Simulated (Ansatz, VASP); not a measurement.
**In3Se in VASP and in Ansatz**

```xyz
4
Lattice="4.8670 0.0000 0.0000 0.0000 4.8670 0.0000 0.0000 0.0000 4.8670" Properties=species:S:1:pos:R:3 pbc="T T T"
In    2.4335    2.4335    0.0000
In    2.4335    0.0000    2.4335
In    0.0000    2.4335    2.4335
Se    0.0000    0.0000    0.0000
```

Change from the starting cell: volume scaled by 1.04.

Alike in both runs: task single point; functional PBEsol; k mesh 6 × 6 × 6; occupations fermi-dirac, width 0.05 eV; no spin polarisation.

```csv
,VASP,Ansatz
version,VASP 6.6.1,Ansatz 0.2.0
potentials or method,"VASP PAW PBE potentials, release 64 (In_d, Se), cutoff 520 eV","all-electron LAPW, scalar-relativistic"
```

```csv
,VASP,Ansatz,Ansatz less VASP
gap on the k mesh at the Fermi level (eV),none,none,-
pressure (GPa),-3.9,-3.9,+0.01
```

VASP's potentials were made for PBE, not for PBEsol. A gap of «none» marks a metal or a gap that the smearing closes. Ansatz ran all-electron here, and VASP with PAW potentials.
